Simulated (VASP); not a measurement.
**BP: single point with r2SCAN**

Crystal: BP.

```xyz
2
Lattice="0.0000 2.2840 2.2840 2.2840 0.0000 2.2840 2.2840 2.2840 0.0000" Properties=species:S:1:pos:R:3 pbc="T T T"
P     3.4260    3.4260    3.4260
B     0.0000    0.0000    0.0000
```

| Quantity | Value |
| --- | --- |
| Program | VASP 6.6.1 |
| Task | single point |
| Functional | r2SCAN |
| Potentials or basis | VASP PAW PBE potentials, release 64 (P, B) |
| Cutoff | 520 eV |
| k mesh | 10 × 10 × 10 |
| Occupations | fermi-dirac, width 0.05 eV |
| Spin | no spin polarisation |

| Property | Result |
| --- | --- |
| Pressure | -3.9 GPa |
| Band gap on the k mesh | 1.47 eV, indirect (least direct gap 3.61 eV) |

Levels at points of the mesh, in eV from the valence-band top:
```tsv
k point	band 2	band 3	band 4	band 5	band 6	band 7
(0.00, 0.00, 0.00)	0.00	0.00	0.00	3.61	3.61	3.61
(0.50, 0.00, 0.00)	-9.35	-1.84	-1.84	4.01	5.02	5.02
(0.50, 0.50, 0.00)	-9.02	-4.27	-4.27	1.58	1.93	12.87
```

Wall time 24 s on 1 thread of Intel(R) Xeon(R) Platinum 8259CL CPU @ 2.50GHz (Skylake/Cascade Lake) (shared host), peak memory 0.14 GiB.

Caveat: the PAW data sets were made with another functional, which shifts forces and pressure a little. A k mesh can miss the band edges.
